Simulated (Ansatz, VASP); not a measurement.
# Al2Ni in VASP and in Ansatz

INCAR

```
SYSTEM = Al2Ni
ALGO = Fast
EDIFF = 1E-6
EDIFFG = -0.01
ENCUT = 600
GGA = PE
IBRION = 2
ISIF = 3
ISMEAR = 0
LASPH = .TRUE.
LCHARG = .FALSE.
LREAL = .FALSE.
LWAVE = .FALSE.
NELM = 80
NSW = 100
PREC = Accurate
SIGMA = 0.1
```

KPOINTS

```
k-points
0
G
  18 18 8
  0 0 0
```

POSCAR

```
Al2Ni
1.0
    2.8190559744      0.0000000000      0.0000000000
   -1.4095279872      2.4413740886      0.0000000000
    0.0000000000      0.0000000000      6.0438253843
Al Ni
2 1
Direct
    0.6666666667      0.3333333333      0.8104114094
    0.3333333333      0.6666666667      0.1895885906
    0.0000000000      0.0000000000      0.5000000000
```

Input for Ansatz:

```yaml
crystal:
  lattice:
    - [2.8190559744, 0.0, 0.0]
    - [-1.4095279872, 2.4413740886, 0.0]
    - [0.0, 0.0, 6.0438253843]
  atoms:
    - { symbol: Al, position: [0.6666666667, 0.3333333333, 0.8104114094] }
    - { symbol: Al, position: [0.3333333333, 0.6666666667, 0.1895885906] }
    - { symbol: Ni, position: [0.0, 0.0, 0.5] }
basis:
  ecutwfc: 420
kpoints:
  mp_grid: { grid: [18, 18, 8] }
hamiltonian:
  xc: pbe
scf:
  occupations: { method: gaussian, width: 0.1 }
output:
  forces: true
  stress: true
  eigenvalues: true
  write_density: true
  write_potential: true
  elf: true
  volumetric_format: npy
relax:
  adjacent_minimum: "off"
  f_tol: 0.01
  max_steps: 80
  cell: { stress_tol: 0.05 }
```

Alike in both runs: task relaxation of cell and atoms; functional PBE; k mesh 18 × 18 × 8; occupations gaussian, width 0.1 eV; no spin polarisation.

|  | VASP | Ansatz |
| --- | --- | --- |
| version | VASP 6.6.1 | Ansatz 0.2.0 |
| potentials or method | VASP PAW PBE potentials, release 64 (Al, Ni), cutoff 600 eV | scalar-relativistic, plane waves, PAW |
| valence electrons in the cell | 16 | 24 |

```tsv
	VASP	Ansatz	Ansatz less VASP
gap on the k mesh at the Fermi level, each at its own relaxed structure (eV)	none	none	-
relaxed volume (Å³/atom)	13.87	13.89	+0.019
relaxed cell length with the largest relative difference (Å)	2.808	2.809	+0.0015
```

A gap of «none» marks a metal or a gap that the smearing closes. VASP's potentials hold 16 valence electrons a cell and Ansatz's 24, so a difference there can come from the potentials and not from the codes.
